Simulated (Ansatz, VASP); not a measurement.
## One calculation of BP, two programs

```
CELL_PARAMETERS angstrom
0.00000 2.26900 2.29169
2.26900 0.00000 2.29169
2.26900 2.26900 0.00000
ATOMIC_POSITIONS crystal
B 0.00000 0.00000 0.00000
P 0.25000 0.25000 0.25000
```

Change from the starting cell: z stretched by +1 %, ions relaxed.

Alike in both runs: functional PBE; k mesh 16 × 16 × 16; occupations fermi-dirac, width 0.02 eV; no spin polarisation.

Ansatz relaxed the structure, and its values are those at the end. VASP's run is a single point on that final structure, the one shown.

```csv
,VASP,Ansatz
version,VASP 6.6.1,Ansatz 0.2.0
potentials or method,"VASP PAW PBE potentials, release 64 (B, P)","plane-wave PAW, scalar-relativistic"
plane-wave cutoff (eV),520,420
valence electrons in the cell,8,8
```

```tsv
	VASP	Ansatz	Ansatz less VASP
gap on the k mesh at the Fermi level (eV)	1.19	1.19	+0.004
pressure (GPa)	-0.7	-0.5	+0.23
```

Ansatz's warnings: stress scf threshold loose.
